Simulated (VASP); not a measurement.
# C (Ccce) in VASP: a series of runs

C is run at these levels: PBE; tasks: single point, relaxation of cell and atoms.

Everything below comes from runs of VASP 6.6.1. Logs are shortened: lines on timing, memory, paths and dates and some standing lists are left out, and cuts for length are marked.

**1. The cell of the first run**

It takes space group Ccce (No. 68, orthorhombic). Conventional cell: a = 2.579 Å, b = 4.552 Å, c = 5.661 Å, α = 90.00°, β = 90.00°, γ = 90.00°. Within 2.1 Å of C (site symmetry 2) lie 4 C at 1.60 to 1.61 Å. Within 2.1 Å of C (site symmetry 222) lie 4 C at 1.61 Å.

**2. Single point, PBE**

INCAR

```
PREC = Accurate ; ENCUT = 520
EDIFF = 1E-6 ; ISMEAR = 0
SIGMA = 0.02 ; LREAL = F
LASPH = T ; NELM = 80
ALGO = Normal ; ISIF = 2
LWAVE = F ; LCHARG = F
GGA = PE ; NBANDS = 21
```

KPOINTS

```
Automatic mesh
0
Gamma
  12 12 6
```

POSCAR

```
C
1.0
    1.2894137713     -2.2761495769      0.0000000000
    1.2894137713      2.2761495769      0.0000000000
    0.0000000000      0.0000000000      5.6614739364
C
6
Direct
    0.0000000000      0.5000000000      0.3329360589
    0.5000000000      0.0000000000      0.6670639411
    0.5000000000      0.0000000000      0.1670639411
    0.0000000000      0.5000000000      0.8329360589
    0.0000000000      0.0000000000      0.5000000000
    0.5000000000      0.5000000000      0.0000000000
```

Potentials or basis: VASP PAW PBE potentials, release 64 (C).

The run is started by

```bash
> cat potpaw_PBE.64/C/POTCAR > POTCAR
> mpirun -np 1 vasp_std > vasp.out
```

OUTCAR:

```text
PREC = Accurate
   ENCUT = 520
   EDIFF = 1E-6
   ISMEAR = 0
   LREAL = F
   LASPH = T
   NELM = 80
   ISIF = 2
   GGA = PE

 ion  position               nearest neighbor table
   1  0.000  0.500  0.333-   3 1.60   3 1.60   5 1.61   5 1.61
   2  0.500  0.000  0.667-   4 1.60   4 1.60   5 1.61   5 1.61
   3  0.500  0.000  0.167-   1 1.60   1 1.60   6 1.61   6 1.61
   4  0.000  0.500  0.833-   2 1.60   2 1.60   6 1.61   6 1.61
   5  0.000  0.000  0.500-   1 1.61   2 1.61   1 1.61   2 1.61
   6  0.500  0.500  0.000-   3 1.61   4 1.61   3 1.61   4 1.61

  LATTYP: Found a base centered orthorhombic cell.
 ALAT       =     2.5788275426
 B/A-ratio  =     1.7652592423
 C/A-ratio  =     2.1953674074

  Lattice vectors:

 A1 = (   1.2894137713,  -2.2761495769,   0.0000000000)
 A2 = (   1.2894137713,   2.2761495769,   0.0000000000)
 A3 = (   0.0000000000,   0.0000000000,   5.6614739364)

Analysis of symmetry for initial positions (statically):
=====================================================================
 Subroutine PRICEL returns:
 Original cell was already a primitive cell.

 Routine SETGRP: Setting up the symmetry group for a
 base centered orthorhombic supercell.

 Subroutine GETGRP returns: Found  8 space group operations
 (whereof  4 operations were pure point group operations)
 out of a pool of  8 trial point group operations.

The static configuration has the point symmetry D_2 .
 The point group associated with its full space group is D_2h.

Analysis of symmetry for dynamics (positions and initial velocities):
=====================================================================
 Subroutine PRICEL returns:
 Original cell was already a primitive cell.

 Routine SETGRP: Setting up the symmetry group for a
 base centered orthorhombic supercell.

 Subroutine GETGRP returns: Found  8 space group operations
 (whereof  4 operations were pure point group operations)
 out of a pool of  8 trial point group operations.

The dynamic configuration has the point symmetry D_2 .
 The point group associated with its full space group is D_2h.

 Subroutine INISYM returns: Found  8 space group operations
 (whereof  4 operations are pure point group operations),
 and found     1 'primitive' translations

----------------------------------------------------------------------------------------

                                     Primitive cell

  volume of cell :      33.2317

  direct lattice vectors                    reciprocal lattice vectors
     1.289413771 -2.276149577  0.000000000     0.387773119 -0.219669219  0.000000000
     1.289413771  2.276149577  0.000000000     0.387773119  0.219669219  0.000000000
     0.000000000  0.000000000  5.661473936     0.000000000  0.000000000  0.176632448

  length of vectors
     2.615997854  2.615997854  5.661473936     0.445670907  0.445670907  0.176632448

  position of ions in fractional coordinates (direct lattice)
     0.000000000  0.500000000  0.332936059
     0.500000000  0.000000000  0.667063941
     0.500000000  0.000000000  0.167063941
     0.000000000  0.500000000  0.832936059
     0.000000000  0.000000000  0.500000000
     0.500000000  0.500000000  0.000000000

  ion indices of the primitive-cell ions
   primitive index   ion index
                 1           1
                 2           2
                 3           3
                 4           4
                 5           5
                 6           6

----------------------------------------------------------------------------------------

 KPOINTS: Automatic mesh

Automatic generation of k-mesh.
 Grid dimensions read from file:
 generate k-points for:   12   12    6

 Generating k-lattice:

  Cartesian coordinates                     Fractional coordinates (reciprocal lattice)
     0.032314427 -0.018305768  0.000000000     0.083333333  0.000000000  0.000000000
     0.032314427  0.018305768  0.000000000     0.000000000  0.083333333  0.000000000
     0.000000000  0.000000000  0.029438741     0.000000000  0.000000000  0.166666667

  Length of vectors
     0.037139242  0.037139242  0.029438741

  Shift w.r.t. Gamma in fractional coordinates (k-lattice)
     0.000000000  0.000000000  0.000000000

 Subroutine IBZKPT returns following result:
 ===========================================

 Found    172 irreducible k-points:

 Following reciprocal coordinates:
            Coordinates               Weight
  0.000000  0.000000  0.000000      1.000000
  0.083333 -0.000000  0.000000      4.000000
  0.166667 -0.000000  0.000000      4.000000
  0.250000  0.000000  0.000000      4.000000
  0.333333  0.000000  0.000000      4.000000
  0.416667  0.000000  0.000000      4.000000
[... 16 lines left out ...]
  0.500000  0.166667  0.000000      4.000000
 -0.416667  0.166667  0.000000      4.000000
 [... further k-points ...]
   k-points           NKPTS =    172   k-points in BZ     NKDIM =    172   number of bands    NBANDS=     21
   number of dos      NEDOS =    301   number of ions     NIONS =      6
   total plane-waves  NPLWV =  16800
   dimension x,y,z NGX =    20 NGY =   20 NGZ =   42
   dimension x,y,z NGXF=    40 NGYF=   40 NGZF=   84
   ions per type =               6
   NGX,Y,Z   is equivalent  to a cutoff of  12.71, 12.71, 12.33 a.u.
   NGXF,Y,Z  is equivalent  to a cutoff of  25.42, 25.42, 24.67 a.u.
 SYSTEM =  unknown system
   PREC   = accura    normal or accurate (medium, high low for compatibility)
   ISTART =      0    job   : 0-new  1-cont  2-samecut
   ICHARG =      2    charge: 1-file 2-atom 10-const
   ISPIN  =      1    spin polarized calculation?
   LNONCOLLINEAR =      F non collinear calculations
   LSORBIT =      F    spin-orbit coupling
   LASPH  =      T    aspherical Exc in radial PAW
   ENCUT  =  520.0 eV  38.22 Ry    6.18 a.u.   4.86  4.86 10.53*2*pi/ulx,y,z
   NELM   =     80;   NELMIN=  2; NELMDL= -5     # of ELM steps
   EDIFF  = 0.1E-05   stopping-criterion for ELM
   LREAL  =      F    real-space projection
   EDIFFG = 0.1E-04   stopping-criterion for IOM
   NSW    =      0    number of steps for IOM
   IBRION =     -1    ionic relax: 0-MD 1-quasi-New 2-CG
   NFREE  =      0    steps in history (QN), initial steepest desc. (CG)
   ISIF   =      2    stress and relaxation
   ISYM   =      2    0-nonsym 1-usesym 2-fastsym
   POTIM  = 0.5000    time-step for ionic-motion
   TEBEG  =    0.0;   TEEND  =   0.0 temperature during run
   PSTRESS=    0.0 pullay stress
   NELECT =      24.0000    total number of electrons
   NUPDOWN=      -1.0000    fix difference up-down
   EMIN   =  10.00;   EMAX   =-10.00  energy-range for DOS
   EFERMI =   0.00;   METHOD = LEGACY
   ISMEAR =     0;   SIGMA  =   0.02  broadening in eV -4-tet -1-fermi 0-gaus
   EFERMI_NEDOS =   21; number of points for ismear=-14 and -15
   IALGO  =     38    algorithm
   IMIX   =      4    mixing-type and parameters
     AMIX     =   0.40;   BMIX     =  1.00
     AMIX_MAG =   1.60;   BMIX_MAG =  1.00
  volume/ion in A,a.u.               =       5.54        37.38
  Fermi-wavevector in a.u.,A,eV,Ry     =   1.468795  2.775619 29.352628  2.157357
  Thomas-Fermi vector in A             =   2.584249
   LORBIT       =      0    0 simple, 1 ext, 2 COOP (PROOUT), +10 PAW based schemes
   GGA     = PE    functional components
   LHFCALC =     F    Hartree Fock is set to
   AEXX    =    0.0000 exact exchange contribution
   IVDW    =     0    specifies the selected vdW correction
   LEPSILON=     F    determine dielectric tensor
   LRPA    =     F    only Hartree local field effects (RPA)
 non-spin polarized calculation
 Gauss-broadening in eV      SIGMA  =   0.02
  energy-cutoff  :      520.00
  volume of cell :       33.23
 maximum number of plane-waves:       911
   NGX =  9   NGY =  9   NGZ = 21

 number of electron      24.0000006 magnetization

 Free energy of the ion-electron system (eV)
  ---------------------------------------------------
  ext. energy  EPLUGINS =         0.00000000
  ---------------------------------------------------
  free energy    TOTEN  =       -46.83353194 eV

  energy without entropy =      -46.83353194  energy(sigma->0) =      -46.83353194

 E-fermi :  10.9595     XC(G=0): -13.6600

 val. band max:       10.8444771738   @ k =   0.0000   0.0000   0.0000
 cond. band min:      11.6815966099   @ k =   0.5000   0.5000   0.0000
 fundamental gap:      0.8371194361
 Fermi energy:        10.9594542380

 k-point     1 :       0.0000    0.0000    0.0000
  band No.  band energies     occupation
      1     -11.4972      2.00000
      2      -7.7776      2.00000
      3      -7.7314      2.00000
      4       2.5743      2.00000
      5       2.6153      2.00000
      6       5.0206      2.00000
[... 13 lines left out ...]
     20      19.5467      0.00000
     21      19.8433      0.00000

 k-point     2 :       0.0833   -0.0000    0.0000
  band No.  band energies     occupation
      1     -11.3323      2.00000
      2      -7.6166      2.00000
      3      -7.5720      2.00000
      4       2.6801      2.00000
      5       2.6882      2.00000
      6       4.5536      2.00000
[... 13 lines left out ...]
     20      19.6099      0.00000
     21      20.1169      0.00000

 k-point     3 :       0.1667   -0.0000    0.0000
  band No.  band energies     occupation
      1     -10.8387      2.00000
      2      -7.1355      2.00000
      3      -7.0973      2.00000
      4       2.5542      2.00000
      5       2.9987      2.00000
      6       3.4893      2.00000
[... 13 lines left out ...]
     20      20.5528      0.00000
     21      20.8069      0.00000

 k-point     4 :       0.2500    0.0000    0.0000
  band No.  band energies     occupation
      1     -10.0214      2.00000
      2      -6.3394      2.00000
      3      -6.3224      2.00000
      4       0.8979      2.00000
      5       3.0336      2.00000
      6       3.1536      2.00000
[... 13 lines left out ...]
     20      21.6875      0.00000
     21      22.2184      0.00000

 k-point     5 :       0.3333    0.0000    0.0000
  band No.  band energies     occupation
      1      -8.8910      2.00000
      2      -5.3044      2.00000
      3      -5.2383      2.00000
      4      -1.2098      2.00000
      5       1.5650      2.00000
      6       1.8191      2.00000
[... 13 lines left out ...]
     20      22.5274      0.00000
     21      23.4341      0.00000

 k-point     6 :       0.4167    0.0000    0.0000
  band No.  band energies     occupation
      1      -7.4700      2.00000
      2      -4.5657      2.00000
      3      -3.8502      2.00000
      4      -2.7207      2.00000
      5      -0.3482      2.00000
      6      -0.0312      2.00000
[... 13 lines left out ...]
     20      22.4245      0.00000
     21      24.3198      0.00000

 k-point     7 :       0.5000    0.0000    0.0000
  band No.  band energies     occupation
      1      -5.8301      2.00000
      2      -5.8301      2.00000
      3      -2.2267      2.00000
      4      -2.2267      2.00000
      5      -1.7569      2.00000
      6      -1.7569      2.00000
[... 13 lines left out ...]
     20      21.5998      0.00000
     21      24.7616      0.00000
[... 291 lines left out ...]
      1      -8.3808      2.00000
      2      -4.8416      2.00000
      3      -4.7414      2.00000
      4      -1.4112      2.00000
      5       1.5582      2.00000
      6       2.2059      2.00000
[... 13 lines left out ...]
     20      20.9117      0.00000
     21      21.5569      0.00000

 k-point    21 :       0.3333    0.1667    0.0000
  band No.  band energies     occupation
      1      -6.9631      2.00000
      2      -4.1182      2.00000
      3      -3.3514      2.00000
      4      -2.7455      2.00000
      5      -0.1905      2.00000
      6       0.3581      2.00000
[... 13 lines left out ...]
     20      21.7447      0.00000
     21      22.6216      0.00000

 k-point    22 :       0.4167    0.1667    0.0000
  band No.  band energies     occupation
      1      -5.4626      2.00000
      2      -5.3403      2.00000
      3      -2.0024      2.00000
      4      -1.7849      2.00000
      5      -1.7546      2.00000
      6      -1.3252      2.00000
[... 13 lines left out ...]
     20      22.3397      0.00000
     21      23.3627      0.00000

 k-point    23 :       0.5000    0.1667    0.0000
  band No.  band energies     occupation
      1      -7.0753      2.00000
      2      -4.1436      2.00000
      3      -3.4919      2.00000
      4      -2.2643      2.00000
      5      -0.7045      2.00000
      6       0.1338      2.00000
[... 13 lines left out ...]
     20      22.1553      0.00000
     21      23.3541      0.00000

 k-point    24 :      -0.4167    0.1667    0.0000
  band No.  band energies     occupation
      1      -8.4694      2.00000
      2      -4.8939      2.00000
      3      -4.8346      2.00000
      4      -0.7871      2.00000
      5       0.2075      2.00000
      6       1.9583      2.00000
[... 13 lines left out ...]
     20      20.9838      0.00000
     21      22.3997      0.00000

 [... further k-points ...]
[... 5 lines left out ...]
  --------------------------------------------------------------------------------------
  -------------------------------------------------------------------------------------
  Total        0.1001811      0.0929732      0.1143248      0.0000000      0.0000000      0.0000000
  in kB        4.8299607      4.4824518      5.5118631      0.0000000      0.0000000      0.0000000
  external PRESSURE =       4.9414252 kB  Pullay stress =       0.0000000 kB

 VOLUME and BASIS-vectors are now :
 -----------------------------------------------------------------------------
  energy-cutoff  :      520.00
  volume of cell :       33.23
      direct lattice vectors                 reciprocal lattice vectors
     1.289413771 -2.276149577  0.000000000     0.387773119 -0.219669219  0.000000000
     1.289413771  2.276149577  0.000000000     0.387773119  0.219669219  0.000000000
     0.000000000  0.000000000  5.661473936     0.000000000  0.000000000  0.176632448

 POSITION                                       TOTAL-FORCE (eV/Angst)
 -----------------------------------------------------------------------------------
      0.64471      1.13807      1.88491        -0.000000      0.000000      0.005957
      0.64471     -1.13807      3.77657         0.000000     -0.000000     -0.005957
      0.64471     -1.13807      0.94583         0.000000      0.000000     -0.005957
      0.64471      1.13807      4.71565        -0.000000     -0.000000      0.005957
      0.00000      0.00000      2.83074         0.000000     -0.000000      0.000000
      1.28941      0.00000      0.00000         0.000000      0.000000      0.000000
 -----------------------------------------------------------------------------------
    total drift:                                0.000000     -0.000000     -0.000000

  FREE ENERGIE OF THE ION-ELECTRON SYSTEM (eV)
  ---------------------------------------------------
  free  energy   TOTEN  =       -46.8335319441 eV

  energy  without entropy=      -46.8335319441  energy(sigma->0) =      -46.83353194
```

Wall time 42 s (1 thread of Intel Xeon 6975P-C (Granite Rapids), shared host); peak memory 0.19 GiB.

Results:

```yaml
Free_energy: -46.8335 eV
Pressure: 0.5 GPa
Largest_force: 0.006 eV/Å
Band_gap_on_the_k_mesh: 0.84 eV, indirect (least direct gap 2.55 eV)
```

Forces in eV/Å, atoms in the order of the input:
```
C    0.000  0.000  0.006
C    0.000  0.000 -0.006
C    0.000  0.000 -0.006
C    0.000  0.000  0.006
C    0.000  0.000  0.000
C    0.000  0.000  0.000
```

Levels at points of the mesh, in eV from the valence-band top:
```
           k point  band 9  band 10  band 11  band 12  band 13  band 14  band 15  band 16
(0.00, 0.00, 0.00)   -1.85    -1.46    -0.05     0.00     3.85     4.67     6.81     7.01
(0.50, 0.00, 0.00)   -4.87    -4.87    -4.29    -4.29     2.92     2.92     3.18     3.18
(0.50, 0.50, 0.00)   -5.26    -5.23    -3.06    -1.72     0.84     1.79     4.47     5.96
(0.00, 0.00, 0.50)   -2.42    -2.42    -0.94    -0.94     5.46     5.46     6.82     6.82
(0.50, 0.00, 0.50)   -5.44    -5.44    -3.45    -3.45     2.64     2.64     6.44     6.44
(0.50, 0.50, 0.50)   -4.03    -4.03    -3.73    -3.73     3.37     3.37     4.59     4.59
```

A k mesh can miss the band edges. Expect the measured gap to be larger: semilocal functionals such as PBE lack the derivative discontinuity.

**3. Relaxation of cell and atoms, PBE**

This run uses another cell than the first one, of 4.64 Å³/atom, 0.838 times its volume.

INCAR

```
SYSTEM = C
PREC = Accurate ; ENCUT = 600
EDIFF = 1E-6 ; ISMEAR = 0
SIGMA = 0.1 ; LREAL = .False.
LASPH = .True. ; NELM = 80
ALGO = Normal ; ISIF = 3
LWAVE = .False. ; LCHARG = .False.
GGA = PE ; IBRION = 2
NSW = 90 ; EDIFFG = -0.04
```

KPOINTS

```
regular mesh
0
Gamma
  12 12 4
  0 0 0
```

POSCAR

```
C
1.0
    1.1923905900     -2.0652773300      0.0000000000
    1.1923905900      2.0652773300      0.0000000000
    0.0000000000      0.0000000000      5.6559580600
C
6
Direct
    0.0000000000      0.5000000000      0.3333336300
    0.5000000000      0.0000000000      0.6666663700
    0.5000000000      0.0000000000      0.1666663700
    0.0000000000      0.5000000000      0.8333336300
    0.0000000000      0.0000000000      0.5000000000
    0.5000000000      0.5000000000      0.0000000000
```

Potentials or basis: VASP PAW PBE potentials, release 64 (C).

The run is started by

```bash
> cat potpaw_PBE.64/C/POTCAR > POTCAR
> mpirun -np 1 vasp_std > vasp.out
```

Wall time 2 min (1 thread of Intel Xeon 6975P-C (Granite Rapids), shared host); peak memory 0.18 GiB.

It converged, with:

```
Free energy                            : -46.8275 eV
Relaxed volume                         : 5.55 Å³/atom
Relaxed cell                           : a = 2.618 Å, b = 2.618 Å, c = 5.665 Å, α = 90.00°, β = 90.00°, γ = 120.98°
Space group after relaxing (to 0.05 Å) : Ccce (No. 68)
Energy gained by relaxing              : 358.5 meV/atom
Ionic steps                            : 8
Pressure after relaxing                : -0.4 GPa
Largest force after relaxing           : 0.021 eV/Å
Band gap on the k mesh                 : 0.84 eV, indirect (least direct gap 2.55 eV)
```

Forces in eV/Å, atoms in the order of the input:
```
C    0.000  0.000 -0.021
C    0.000  0.000  0.021
C    0.000  0.000  0.021
C    0.000  0.000 -0.021
C    0.000  0.000  0.000
C    0.000  0.000  0.000
```

Stress tensor (GPa, compression positive):
```
 0.12  0.00  0.00
 0.00 -0.90  0.00
 0.00  0.00 -0.36
```

The path:
| step | energy change (eV) | largest force (eV/Å) | pressure (GPa) | volume (Å³) |
| --- | --- | --- | --- | --- |
| 1 | 0.0000 | 0.0581 | 105.72 | 27.86 |
| 2 | 0.1109 | 0.2757 | -60.49 | 41.81 |
| 3 | -2.1179 | 0.1266 | -7.88 | 33.94 |
| 4 | -2.1226 | 0.1207 | -4.82 | 33.68 |
| 5 | -2.1226 | 0.1177 | -3.35 | 33.55 |
| 6 | -2.1437 | 0.0765 | 2.75 | 33.04 |
| 7 | -2.1508 | 0.0043 | 0.62 | 33.21 |
| 8 | -2.1509 | 0.0206 | -0.38 | 33.29 |

Final structure:
```cif
data_structure
_symmetry_space_group_name_H-M 'P 1'
_symmetry_Int_Tables_number 1
_cell_length_a 2.6183
_cell_length_b 2.6183
_cell_length_c 5.6647
_cell_angle_alpha 90.000
_cell_angle_beta 90.000
_cell_angle_gamma 120.981
_cell_volume 33.29
loop_
_atom_site_label
_atom_site_type_symbol
_atom_site_fract_x
_atom_site_fract_y
_atom_site_fract_z
_atom_site_occupancy
C1 C 0.00000 0.50000 0.33300 1
C2 C 0.50000 0.00000 0.66700 1
C3 C 0.50000 0.00000 0.16700 1
C4 C 0.00000 0.50000 0.83300 1
C5 C 0.00000 0.00000 0.50000 1
C6 C 0.50000 0.50000 0.00000 1
```

Levels at points of the mesh, in eV from the valence-band top:
```
           k point  band 8  band 9  band 10  band 11  band 12  band 13  band 14  band 15  band 16
(0.00, 0.00, 0.00)   -2.86   -1.84    -1.45    -0.05     0.00     3.84     4.66     6.79     7.00
(0.50, 0.00, 0.00)   -5.61   -4.86    -4.86    -4.29    -4.29     2.91     2.91     3.18     3.18
(0.50, 0.50, 0.00)   -5.89   -5.24    -5.22    -3.05    -1.71     0.84     1.80     4.47     5.95
(0.00, 0.00, 0.50)   -2.55   -2.41    -2.41    -0.93    -0.93     5.45     5.45     6.79     6.79
(0.50, 0.00, 0.50)   -8.42   -5.44    -5.44    -3.45    -3.45     2.63     2.63     6.42     6.42
(0.50, 0.50, 0.50)   -8.39   -4.02    -4.02    -3.71    -3.71     3.38     3.38     4.60     4.60
```

Caveat: the volume moved by over 15 % at a fixed basis, so the end points are rough.

[end of part 1 of 2]
